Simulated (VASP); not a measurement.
## Mg2SO: single point with r2SCAN

The system is Mg2SO.

```xyz
4
Lattice="3.4084 0.0000 0.0000 0.0000 3.4084 0.0000 0.0000 0.0000 4.7611" Properties=species:S:1:pos:R:3 pbc="T T T"
O     0.0000    0.0000    0.0000
Mg    0.0000    0.0000    2.3806
Mg    1.7042    1.7042    0.0000
S     1.7042    1.7042    2.3806
```

```json
{
  "Program": "VASP 6.6.1",
  "Task": "single point",
  "Functional": "r2SCAN",
  "Potentials or basis": "VASP PAW PBE potentials, release 64 (O, Mg, S)",
  "Cutoff": "520 eV",
  "k mesh": "8 × 8 × 6",
  "Occupations": "gaussian, width 0.01 eV",
  "Spin": "no spin polarisation"
}
```

The pressure is -0.6 GPa. The band gap on the k mesh is 3.95 eV, direct.

Levels at points of the mesh, in eV from the valence-band top:
```csv
k point,band 6,band 7,band 8,band 9,band 10,band 11
"(0.00, 0.00, 0.00)",-0.05,0.00,0.00,3.95,5.55,5.77
"(0.50, 0.00, 0.00)",-1.65,-0.74,-0.53,7.03,7.41,7.97
"(0.50, 0.50, 0.00)",-1.26,-1.26,-1.14,4.21,6.17,6.17
"(0.00, 0.00, 0.50)",-1.07,-0.67,-0.67,5.98,6.71,7.18
"(0.50, 0.00, 0.50)",-0.55,-0.53,-0.50,4.51,7.01,8.98
"(0.50, 0.50, 0.50)",-2.23,-2.23,-1.61,5.74,7.47,7.47
```

Run time: 2.2 min on 1 thread of Intel(R) Xeon(R) Platinum 8488C (Sapphire Rapids), on a shared host, peak memory 0.2 GiB.

Caveat: the PAW data sets were made with another functional, which shifts forces and pressure a little. r2SCAN opens gaps a little over a GGA but as a rule still falls short of measured ones.
